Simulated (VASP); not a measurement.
SrC2, 3 atoms in the cell. Symmetry: I4/mmm, No. 139, tetragonal system. The conventional cell has a = 3.903 Å, b = 3.903 Å, c = 6.608 Å, α = 90.00°, β = 90.00°, γ = 90.00°. Within 3.5 Å of Sr (site symmetry 4/mmm) lie 10 C at 2.68 to 2.83 Å. C (site symmetry 4mm) has 1 C at 1.26 Å within 1.7 Å. 

* Program: VASP 6.6.1
* Task: single point
* Functional: PBEsol
* Potentials or basis: VASP PAW PBE potentials, release 64 (Sr_sv, C)
* Cutoff: 600 eV
* k mesh: 6 × 6 × 6
* Occupations: gaussian, width 0.01 eV
* Spin: no spin polarisation
* Dipole correction: no
* Further INCAR settings: ALGO = Normal; EDIFF = 1e-06; NBANDS = 16

Potentials or basis: VASP PAW PBE potentials, release 64 (Sr_sv, C).

Command:

```bash
$ cat potpaw_PBE.64/Sr_sv/POTCAR potpaw_PBE.64/C/POTCAR > POTCAR
$ mpirun -np 1 vasp_std > vasp.out
```

Hardware: 1 thread of Intel(R) Xeon(R) 6975P-C (Granite Rapids), with other jobs on the host.

Task: Estimate the wall time of this run.

Result: Wall time 15 s on 1 thread of Intel(R) Xeon(R) 6975P-C (Granite Rapids), with other jobs on the host, peak memory 0.21 GiB. Counts: scf iterations 14, k points 30.
